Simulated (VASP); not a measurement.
# Ir (Fd-3m) in VASP: a series of runs, part 2 of 2

VASP 6.6.1. The steps go on from the part before.

### Step 3. Single point, PBEsol

This run uses another cell than the first one, of 36.01 Å³/atom, 1.723 times its volume.

Contents of INCAR:

```
ALGO = Normal ; EDIFF = 1E-7
ENCUT = 520 ; GGA = PS
ISIF = 2 ; ISMEAR = 0
LASPH = True ; LCHARG = True
LELF = True ; LREAL = False
LVHAR = True ; LWAVE = False
NBANDS = 16 ; NELM = 60
PREC = Accurate ; SIGMA = 0.1
```

Contents of KPOINTS:

```
k-points
0
Gamma
  6 6 6
```

Contents of POSCAR:

```
Ir
1.0
    0.0000000000      3.3022188526      3.3022188526
    3.3022188526      0.0000000000      3.3022188526
    3.3022188526      3.3022188526      0.0000000000
Ir
2
Direct
    0.0000000000      0.0000000000      0.0000000000
    0.2500000000      0.2500000000      0.2500000000
```

Potentials or basis: VASP PAW PBE potentials, release 64 (Ir).

On the command line:

```
$ cat potpaw_PBE.64/Ir/POTCAR > POTCAR
$ mpirun -np 1 vasp_std > vasp.out
```

OUTCAR:

```text
EDIFF = 1E-7
   ENCUT = 520
   GGA = PS
   ISIF = 2
   ISMEAR = 0
   LASPH = True
   LREAL = False
   NELM = 60
   PREC = Accurate

 ion  position               nearest neighbor table
   1  0.000  0.000  0.000-   2 2.86   2 2.86   2 2.86   2 2.86
   2  0.250  0.250  0.250-   1 2.86   1 2.86   1 2.86   1 2.86

  LATTYP: Found a face centered cubic cell.
 ALAT       =     6.6044377052

  Lattice vectors:

 A1 = (   0.0000000000,   3.3022188526,   3.3022188526)
 A2 = (   3.3022188526,   0.0000000000,   3.3022188526)
 A3 = (   3.3022188526,   3.3022188526,   0.0000000000)

Analysis of symmetry for initial positions (statically):
=====================================================================
 Subroutine PRICEL returns:
 Original cell was already a primitive cell.

 Routine SETGRP: Setting up the symmetry group for a
 face centered cubic supercell.

 Subroutine GETGRP returns: Found 48 space group operations
 (whereof 24 operations were pure point group operations)
 out of a pool of 48 trial point group operations.

The static configuration has the point symmetry T_d .
 The point group associated with its full space group is O_h .

Analysis of symmetry for dynamics (positions and initial velocities):
=====================================================================
 Subroutine PRICEL returns:
 Original cell was already a primitive cell.

 Routine SETGRP: Setting up the symmetry group for a
 face centered cubic supercell.

 Subroutine GETGRP returns: Found 48 space group operations
 (whereof 24 operations were pure point group operations)
 out of a pool of 48 trial point group operations.

The dynamic configuration has the point symmetry T_d .
 The point group associated with its full space group is O_h .

 Subroutine INISYM returns: Found 48 space group operations
 (whereof 24 operations are pure point group operations),
 and found     1 'primitive' translations

[... 102 lines left out ...]
   IALGO  =     38    algorithm
   IMIX   =      4    mixing-type and parameters
     AMIX     =   0.40;   BMIX     =  1.00
     AMIX_MAG =   1.60;   BMIX_MAG =  1.00
  volume/ion in A,a.u.               =      36.01       243.00
  Fermi-wavevector in a.u.,A,eV,Ry     =   1.031216  1.948716 14.468534  1.063407
  Thomas-Fermi vector in A             =   2.165353
   LORBIT       =      0    0 simple, 1 ext, 2 COOP (PROOUT), +10 PAW based schemes
   GGA     = PS    functional components
   LHFCALC =     F    Hartree Fock is set to
   AEXX    =    0.0000 exact exchange contribution
   IVDW    =     0    specifies the selected vdW correction
   LEPSILON=     F    determine dielectric tensor
   LRPA    =     F    only Hartree local field effects (RPA)
 non-spin polarized calculation
 Gauss-broadening in eV      SIGMA  =   0.10
  energy-cutoff  :      520.00
  volume of cell :       72.02
 maximum number of plane-waves:      1964
   NGX = 17   NGY = 17   NGZ = 17

 number of electron      18.0000002 magnetization

 Free energy of the ion-electron system (eV)
  ---------------------------------------------------
  ext. energy  EPLUGINS =         0.00000000
  ---------------------------------------------------
  free energy    TOTEN  =       -12.66506915 eV

  energy without entropy =      -12.62998361  energy(sigma->0) =      -12.64752638

 E-fermi :   0.3643     XC(G=0):  -8.7744

 val. band max:        0.3549995378   @ k =   0.5000   0.3333   0.1667
 cond. band min:       0.3718514510   @ k =   0.1667   0.1667   0.0000
 fundamental gap:      0.0168519132
 Fermi energy:         0.3643099888

 k-point     1 :       0.0000    0.0000    0.0000
  band No.  band energies     occupation
      1      -4.4834      2.00000
      2      -2.0340      2.00000
      3      -2.0340      2.00000
      4      -2.0340      2.00000
      5      -1.9912      2.00000
      6      -1.9912      2.00000
[... 281 lines left out ...]
      3      -2.2670      2.00000
      4      -2.2670      2.00000
      5      -1.2916      2.00000
      6      -1.2916      2.00000
[... 8 lines left out ...]
     15       9.4322      0.00000
     16       9.4322      0.00000

------------------------ aborting loop because EDIFF is reached ----------------------------------------

  FORCE on cell =-STRESS in cart. coord.  units (eV):
  Direction    XX          YY          ZZ          XY          YZ          ZX
  --------------------------------------------------------------------------------------
  -------------------------------------------------------------------------------------
  Total      -12.1089341    -12.1089341    -12.1089341     -0.0000000     -0.0000000     -0.0000000
  in kB     -269.3822311   -269.3822311   -269.3822311     -0.0000000     -0.0000000     -0.0000000
  external PRESSURE =    -269.3822311 kB  Pullay stress =       0.0000000 kB

 VOLUME and BASIS-vectors are now :
 -----------------------------------------------------------------------------
  energy-cutoff  :      520.00
  volume of cell :       72.02
      direct lattice vectors                 reciprocal lattice vectors
     0.000000000  3.302218853  3.302218853    -0.151413344  0.151413344  0.151413344
     3.302218853  0.000000000  3.302218853     0.151413344 -0.151413344  0.151413344
     3.302218853  3.302218853  0.000000000     0.151413344  0.151413344 -0.151413344

 POSITION                                       TOTAL-FORCE (eV/Angst)
 -----------------------------------------------------------------------------------
      0.00000      0.00000      0.00000         0.000000      0.000000      0.000000
      1.65111      1.65111      1.65111        -0.000000     -0.000000     -0.000000
 -----------------------------------------------------------------------------------
    total drift:                                0.000000      0.000000      0.000000

  FREE ENERGIE OF THE ION-ELECTRON SYSTEM (eV)
  ---------------------------------------------------
  free  energy   TOTEN  =       -12.6650691528 eV

  energy  without entropy=      -12.6299836121  energy(sigma->0) =      -12.64752638
```

OSZICAR:

```text
N       E                     dE             d eps       ncg     rms          rms(c)
DAV:   1     0.118907829160E+03    0.11891E+03   -0.71989E+03   512   0.960E+02
DAV:   2    -0.666610134836E+01   -0.12557E+03   -0.10815E+03   528   0.251E+02
DAV:   3    -0.136723886617E+02   -0.70063E+01   -0.65270E+01   680   0.581E+01
DAV:   4    -0.137591076489E+02   -0.86719E-01   -0.86512E-01   544   0.773E+00
DAV:   5    -0.137606118757E+02   -0.15042E-02   -0.15042E-02   672   0.930E-01    0.683E+00
DAV:   6    -0.126893258433E+02    0.10713E+01   -0.35816E+00   656   0.187E+01    0.303E+00
DAV:   7    -0.126737997443E+02    0.15526E-01   -0.48078E-02   512   0.157E+00    0.176E+00
DAV:   8    -0.126649572556E+02    0.88425E-02   -0.90926E-03   544   0.623E-01    0.569E-02
DAV:   9    -0.126650333882E+02   -0.76133E-04   -0.28837E-04   640   0.123E-01    0.330E-02
DAV:  10    -0.126650696611E+02   -0.36273E-04   -0.29893E-05   576   0.387E-02    0.107E-02
DAV:  11    -0.126650691166E+02    0.54455E-06   -0.60651E-07   648   0.622E-03    0.123E-03
DAV:  12    -0.126650691528E+02   -0.36229E-07   -0.76898E-08   472   0.167E-03
   1 F= -.12665069E+02 E0= -.12647526E+02  d E =-.350855E-01
```

stdout:

```text
POSCAR found type information on POSCAR Ir
 POSCAR found :  1 types and       2 ions
 scaLAPACK will be used
 -----------------------------------------------------------------------------
|                                                                             |
|                                                                             |
|     You enforced a specific xc type in the INCAR file but a different       |
|     I HOPE YOU KNOW WHAT YOU ARE DOING!                                     |
|                                                                             |
 -----------------------------------------------------------------------------

 LDA part: xc-table for (Slater+PW92), standard interpolation
 POSCAR, INCAR and KPOINTS ok, starting setup
 FFT: planning ... GRIDC
 FFT: planning ... GRID_SOFT
 FFT: planning ... GRID
 WAVECAR not read
 entering main loop
```

Wall time 16 s (1 thread of Intel Xeon 6975P-C, shared host); peak memory 0.2 GiB.

Results:

```yaml
Free_energy: -12.6651 eV
Pressure: -26.9 GPa
Band_gap_on_the_k_mesh: zero (band 9 reaches 0.67 eV, above the bottom of band 10 at 0.17 eV)
```

Caveat: the PAW data sets were made with another functional, which shifts forces and pressure a little; spin-orbit coupling is left out, which moves the levels of the heavy elements.

### Step 4. Relaxation of cell and atoms, PBEsol

This run uses another cell than the first one, of 36.01 Å³/atom, 1.723 times its volume.

Contents of INCAR:

```
  PREC = Accurate
  ENCUT = 600
  EDIFF = 1E-6
  ISMEAR = 0
  SIGMA = 0.1
  LREAL = False
  LASPH = True
  NELM = 80
  ALGO = Normal
  ISIF = 3
  LWAVE = False
  LCHARG = False
  GGA = PS
  IBRION = 2
  NSW = 80
  EDIFFG = -0.05
```

Contents of KPOINTS:

```
regular mesh
0
Gamma
  6 6 6
```

POSCAR is that of step 3.

On the command line:

```
$ cat potpaw_PBE.64/Ir/POTCAR > POTCAR
$ mpirun -np 1 vasp_std > vasp.out
```

It took 3.2 min on 1 thread of Intel Xeon 6975P-C, shared host; peak memory 0.27 GiB.

It converged, with:

| Property | Result |
| --- | --- |
| Free energy | -17.2402 eV |
| Relaxed volume | 20.92 Å³/atom |
| Relaxed cell | a = 3.897 Å, b = 3.897 Å, c = 3.897 Å, α = 60.00°, β = 60.00°, γ = 60.00° |
| Space group after relaxing (to 0.05 Å) | Fd-3m (No. 227) |
| Energy gained by relaxing | 2287.6 meV/atom |
| Ionic steps | 17 |
| Pressure after relaxing | -0.4 GPa |
| Band gap on the k mesh | zero (band 9 reaches 6.33 eV, above the bottom of band 10 at 4.93 eV) |

The path:
```tsv
step	energy change (eV)	largest force (eV/Å)	pressure (GPa)	volume (Å³)
1	0.0000	0.0000	-26.91	72.02
2	4.9467	0.0000	287.38	25.58
3	-2.2085	0.0000	-29.39	59.65
4	-3.6202	0.0000	-25.28	51.57
5	-3.5702	0.0000	55.34	34.86
6	-4.4887	0.0000	-10.29	44.30
7	-4.5731	0.0000	1.90	41.37
8	-4.5751	0.0000	-0.57	41.88
9	-4.5751	0.0000	-0.55	41.87
10	-4.5752	0.0000	-0.50	41.86
11	-4.5752	0.0000	-0.51	41.86
12	-4.5752	0.0000	-0.48	41.86
13	-4.5752	0.0000	-0.48	41.85
14	-4.5752	0.0000	-0.47	41.85
15	-4.5752	0.0000	-0.47	41.85
16	-4.5752	0.0000	-0.43	41.85
17	-4.5752	0.0000	-0.37	41.83
```

Final structure:
```cif
data_structure
_symmetry_space_group_name_H-M 'P 1'
_symmetry_Int_Tables_number 1
_cell_length_a 3.8966
_cell_length_b 3.8966
_cell_length_c 3.8966
_cell_angle_alpha 60.000
_cell_angle_beta 60.000
_cell_angle_gamma 60.000
_cell_volume 41.83
loop_
_atom_site_label
_atom_site_type_symbol
_atom_site_fract_x
_atom_site_fract_y
_atom_site_fract_z
_atom_site_occupancy
Ir1 Ir 0.00000 0.00000 0.00000 1
Ir2 Ir 0.25000 0.25000 0.25000 1
```

Levels at points of the mesh, in eV from the Fermi level:
| k point | band 7 | band 8 | band 9 | band 10 | band 11 | band 12 |
| --- | --- | --- | --- | --- | --- | --- |
| (0.00, 0.00, 0.00) | -1.79 | -1.79 | -1.79 | 0.90 | 0.90 | 10.90 |
| (0.50, 0.00, 0.00) | -2.08 | -0.99 | -0.99 | 0.31 | 0.31 | 1.52 |
| (0.50, 0.50, 0.00) | -2.52 | -2.52 | 0.64 | 0.64 | 2.04 | 2.04 |

Caveat: the volume moved by over 15 % at a fixed basis, so the end points are rough; the PAW data sets were made with another functional, which shifts forces and pressure a little; spin-orbit coupling is left out, which moves the levels of the heavy elements.

### Step 5. Single point, PBEsol

This run uses another cell than the first one, of 20.85 Å³/atom, 0.998 times its volume.

Contents of INCAR:

```
SYSTEM = Ir
PREC = Accurate
ENCUT = 520
EDIFF = 1E-6
ISMEAR = 0
SIGMA = 0.1
LREAL = .False.
LASPH = .True.
NELM = 60
ALGO = Normal
ISIF = 2
LWAVE = .False.
LCHARG = .False.
GGA = PS
NBANDS = 16
```

Contents of KPOINTS:

```
Automatic mesh
0
Gamma
  14 14 14
  0 0 0
```

Contents of POSCAR:

```
Ir
1.0
    0.0000000000      2.7525542113      2.7525542113
    2.7525542113      0.0000000000      2.7525542113
    2.7525542113      2.7525542113      0.0000000000
Ir
2
Direct
    0.0000000000      0.0000000000      0.0000000000
    0.2500000000      0.2500000000      0.2500000000
```

On the command line:

```
$ cat potpaw_PBE.64/Ir/POTCAR > POTCAR
$ mpirun -np 1 vasp_std > vasp.out
```

Wall time 52 s (1 thread of AMD EPYC 7R43 (Zen 3), shared host); peak memory 0.18 GiB.

It converged, with:

```
Free energy            : -17.2560 eV
Pressure               : -0.3 GPa
Band gap on the k mesh : zero (band 9 reaches 6.48 eV, above the bottom of band 10 at 4.87 eV)
```

Levels at points of the mesh, in eV from the Fermi level:
```
           k point  band 5  band 6  band 7  band 8  band 9  band 10  band 11  band 12  band 13  band 14
(0.00, 0.00, 0.00)   -4.84   -4.84   -1.82   -1.82   -1.82     0.87     0.87    10.91    10.99    12.56
(0.50, 0.00, 0.00)   -4.89   -4.89   -2.09   -1.02   -1.02     0.28     0.28     1.49     8.92     8.92
(0.50, 0.50, 0.00)   -3.79   -3.79   -2.56   -2.56    0.61     0.61     2.02     2.02     3.74     3.74
```

Caveat: the PAW data sets were made with another functional, which shifts forces and pressure a little; spin-orbit coupling is left out, which moves the levels of the heavy elements.

### Step 6. Relaxation of cell and atoms, PBEsol

Contents of INCAR:

```
SYSTEM = Ir
  ALGO = Fast
  EDIFF = 1E-6
  EDIFFG = -0.01
  ENCUT = 600
  GGA = PS
  IBRION = 2
  ISIF = 3
  ISMEAR = 0
  LASPH = .True.
  LCHARG = .False.
  LREAL = .False.
  LWAVE = .False.
  NELM = 80
  NSW = 80
  PREC = Accurate
  SIGMA = 0.1
```

Contents of KPOINTS:

```
k-points
0
Gamma
  14 14 14
  0 0 0
```

Contents of POSCAR:

```
Ir
1.0
    0.0000000000      2.7547385723      2.7547385723
    2.7547385723      0.0000000000      2.7547385723
    2.7547385723      2.7547385723      0.0000000000
Ir
2
Direct
    0.0000000000      0.0000000000      0.0000000000
    0.2500000000      0.2500000000      0.2500000000
```

Potentials or basis: VASP PAW PBE potentials, release 64 (Ir).

On the command line:

```
$ cat potpaw_PBE.64/Ir/POTCAR > POTCAR
$ mpirun -np 1 vasp_std > vasp.out
```

OUTCAR:

```text
SYSTEM = Ir
   EDIFF = 1E-6
   EDIFFG = -0.01
   ENCUT = 600
   GGA = PS
   IBRION = 2
   ISIF = 3
   ISMEAR = 0
   LASPH = .True.
   LREAL = .False.
   NELM = 80
   NSW = 80
   PREC = Accurate

 ion  position               nearest neighbor table
   1  0.000  0.000  0.000-   2 2.39   2 2.39   2 2.39   2 2.39
   2  0.250  0.250  0.250-   1 2.39   1 2.39   1 2.39   1 2.39

  LATTYP: Found a face centered cubic cell.
 ALAT       =     5.5094771446

  Lattice vectors:

 A1 = (   0.0000000000,   2.7547385723,   2.7547385723)
 A2 = (   2.7547385723,   0.0000000000,   2.7547385723)
 A3 = (   2.7547385723,   2.7547385723,   0.0000000000)

Analysis of symmetry for initial positions (statically):
=====================================================================
 Subroutine PRICEL returns:
 Original cell was already a primitive cell.

[... 269 lines left out ...]
      6       0.5800      2.00000
      7       3.5967      2.00000
      8       3.5967      2.00000
      9       3.5967      2.00000
     10       6.2908      0.00000
     11       6.2908      0.00000
     12      16.3421      0.00000
     13      16.4136      0.00000
[... 354 lines left out ...]
  band No.  band energies     occupation
      1      -1.6090      2.00000
      2      -0.4976      2.00000
      3       0.3881      2.00000
      4       0.4482      2.00000
      5       0.7682      2.00000
      6       1.4999      2.00000
      7       2.2868      2.00000
      8       3.8982      2.00000
      9       4.1310      2.00000
     10       5.5432      0.08777
     11       6.5368      0.00000
     12      11.6503      0.00000
     13      13.8492      0.00000

 [... further k-points ...]

------------------------ aborting loop because EDIFF is reached ----------------------------------------

  FORCE on cell =-STRESS in cart. coord.  units (eV):
  Direction    XX          YY          ZZ          XY          YZ          ZX
  --------------------------------------------------------------------------------------
  -------------------------------------------------------------------------------------
  Total       -0.0013960     -0.0013960     -0.0013960     -0.0000000      0.0000000     -0.0000000
  in kB       -0.0536974     -0.0536974     -0.0536974     -0.0000000      0.0000000     -0.0000000
  external PRESSURE =      -0.0536974 kB  Pullay stress =       0.0000000 kB
[... 17 lines left out ...]
  FREE ENERGIE OF THE ION-ELECTRON SYSTEM (eV)
  ---------------------------------------------------
  free  energy   TOTEN  =       -17.2558527090 eV

  energy  without entropy=      -17.2458155540  energy(sigma->0) =      -17.25083413

 reached required accuracy - stopping structural energy minimisation
```

OSZICAR:

```text
N       E                     dE             d eps       ncg     rms          rms(c)
DAV:   1     0.161299880788E+03    0.16130E+03   -0.88749E+03  2704   0.145E+03
[... 29 lines left out ...]
RMM:   2    -0.172560275046E+02    0.16813E-01   -0.34828E-02  2704   0.225E+00    0.273E-01
RMM:   3    -0.172557811104E+02    0.24639E-03   -0.11636E-02  2704   0.672E-01    0.143E-01
RMM:   4    -0.172558261620E+02   -0.45052E-04   -0.14138E-03  2707   0.554E-01    0.772E-02
RMM:   5    -0.172558515292E+02   -0.25367E-04   -0.46754E-04  2828   0.189E-01    0.174E-02
RMM:   6    -0.172558492681E+02    0.22611E-05   -0.81732E-05  2706   0.125E-01    0.176E-02
RMM:   7    -0.172558529533E+02   -0.36852E-05   -0.23970E-05  2648   0.323E-02    0.347E-03
RMM:   8    -0.172558527090E+02    0.24428E-06   -0.53304E-06  2250   0.157E-02
   3 F= -.17255853E+02 E0= -.17250834E+02  d E =-.372878E-03
```

CONTCAR:

```text
Ir
   1.00000000000000
    -0.0000000000000000    2.7513223948941370    2.7513223948941370
     2.7513223948941370   -0.0000000000000000    2.7513223948941370
     2.7513223948941370    2.7513223948941370   -0.0000000000000000
  Ir
     2
Direct
     0.0000000000000000    0.0000000000000000    0.0000000000000000
     0.2500000000000000    0.2500000000000000    0.2500000000000000

  0.00000000E+00  0.00000000E+00  0.00000000E+00
  0.00000000E+00  0.00000000E+00  0.00000000E+00
```

Run time: 2.3 min. Hardware: 1 thread of AMD EPYC 7R43 (Zen 3), shared host; peak memory 0.19 GiB.

Results:

* Free energy: -17.2559 eV
* Relaxed volume: 20.83 Å³/atom
* Relaxed cell: a = 3.891 Å, b = 3.891 Å, c = 3.891 Å, α = 60.00°, β = 60.00°, γ = 60.00°
* Space group after relaxing (to 0.05 Å): Fd-3m (No. 227)
* Energy gained by relaxing: 0.2 meV/atom
* Ionic steps: 3
* Pressure after relaxing: 0.0 GPa
* Band gap on the k mesh: zero (band 9 reaches 6.50 eV, above the bottom of band 10 at 4.88 eV)

Step by step:
| step | energy change (eV) | largest force (eV/Å) | pressure (GPa) | volume (Å³) |
| --- | --- | --- | --- | --- |
| 1 | 0.0000 | 0.0000 | -0.78 | 41.81 |
| 2 | 0.0029 | 0.0000 | 2.28 | 41.19 |
| 3 | -0.0004 | 0.0000 | -0.01 | 41.65 |

Final structure:
```yaml
crystal:
  lattice:
    - [0.00000, 2.75132, 2.75132]
    - [2.75132, 0.00000, 2.75132]
    - [2.75132, 2.75132, 0.00000]
  atoms:
    - { symbol: Ir, position: [0.00000, 0.00000, 0.00000] }
    - { symbol: Ir, position: [0.25000, 0.25000, 0.25000] }
```

Levels at points of the mesh, in eV from the Fermi level:
| k point | band 7 | band 8 | band 9 | band 10 | band 11 | band 12 |
| --- | --- | --- | --- | --- | --- | --- |
| (0.00, 0.00, 0.00) | -1.83 | -1.83 | -1.83 | 0.87 | 0.87 | 10.92 |
| (0.50, 0.00, 0.00) | -2.10 | -1.02 | -1.02 | 0.28 | 0.28 | 1.50 |
| (0.50, 0.50, 0.00) | -2.57 | -2.57 | 0.61 | 0.61 | 2.02 | 2.02 |

Caveat: the PAW data sets were made with another functional, which shifts forces and pressure a little; spin-orbit coupling is left out, which moves the levels of the heavy elements.

### Step 7. The runs side by side

| task | cell | k mesh | cutoff (eV) | gap on the mesh (eV) | pressure (GPa) | relaxed volume (Å³/atom) |
| --- | --- | --- | --- | --- | --- | --- |
| single point | a = 3.896 Å, angles 60.0°, 2 atoms | 6 × 6 × 6 | 520 | none | -0.3 | - |
| single point | a = 4.670 Å, angles 60.0°, 2 atoms | 6 × 6 × 6 | 520 | none | -26.9 | - |
| relaxation of cell and atoms | relaxed from a = 4.670 Å, angles 60.0°, 2 atoms | 6 × 6 × 6 | 600 | none | -0.4 | 20.92 |
| single point | a = 3.893 Å, angles 60.0°, 2 atoms | 14 × 14 × 14 | 520 | none | -0.3 | - |
| relaxation of cell and atoms | relaxed from a = 3.896 Å, angles 60.0°, 2 atoms | 14 × 14 × 14 | 600 | none | 0.0 | 20.83 |

Alike in all rows: level PBEsol; potentials or basis VASP PAW PBE potentials, release 64 (Ir); no spin polarisation; smearing gaussian 0.1 eV.

Caveats: the PAW data sets were made with another functional, which shifts forces and pressure a little; spin-orbit coupling is left out, which moves the levels of the heavy elements; the volume moved by over 15 % at a fixed basis, so the end points are rough (some runs).

Absolute energies hang on the potentials; compare differences alone.
